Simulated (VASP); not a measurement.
LiTi12 (a cell with a defect): single point with PBE

The system is LiTi12 (a cell with a defect).

```
Ti Li
1.0
     5.90000    0.00000    0.00000
    -4.42500    7.66432    0.00000
     0.00000    0.00000    4.68460
Ti Li
12 1
Direct
  0.99274 0.98864 0.01697
  0.12837 0.17465 0.52761
  0.97674 0.32345 0.94465
  0.14649 0.58148 0.55460
  0.99784 0.66568 0.05810
  0.17791 0.89594 0.52754
  0.51057 0.00514 0.97455
  0.67418 0.23226 0.44226
  0.50731 0.32032 0.94298
  0.72381 0.58696 0.55856
  0.50387 0.68379 0.97798
  0.65968 0.88463 0.48545
  0.33240 0.43837 0.33802
```

```json
{"Program": "VASP 6.6.1", "Task": "single point", "Functional": "PBE", "Potentials or basis": "VASP PAW PBE potentials, release 64 (Ti_sv, Li_sv)", "Cutoff": "520 eV", "k mesh": "4 × 3 × 5", "Occupations": "gaussian, width 0.05 eV", "Spin": "no spin polarisation", "Dipole correction": "no", "Further INCAR settings": "ALGO = Normal; EDIFF = 1e-06; NBANDS = 86"}
```

```json
{
 "Largest force": "0.065 eV/Å",
 "Band gap on the k mesh": "zero (an odd number of electrons rules out a gap without spin polarisation)"
}
```

Forces in eV/Å, atoms in the order of the input:
```
Ti   0.007  0.012  0.011
Ti  -0.001 -0.011  0.013
Ti  -0.015 -0.014 -0.021
Ti   0.008  0.007  0.031
Ti  -0.009 -0.011  0.020
Ti  -0.002 -0.018  0.017
Ti  -0.001 -0.002 -0.003
Ti  -0.002 -0.001 -0.011
Ti   0.014 -0.011 -0.025
Ti  -0.003  0.007  0.031
Ti  -0.001  0.029 -0.002
Ti   0.004  0.011  0.003
Li   0.002  0.000 -0.065
```

Levels at points of the mesh, in eV from the Fermi level:
```tsv
k point	band 72	band 73	band 74	band 75	band 76	band 77
(0.00, 0.00, 0.00)	-0.21	0.24	0.28	0.33	0.37	0.52
(0.50, 0.00, 0.00)	-0.39	-0.18	-0.02	0.04	0.18	0.27
```

Run time: 4.6 min on 4 MPI ranks on AMD EPYC 7R13 Processor (Zen 3), on a shared host, peak memory 0.57 GiB a rank.
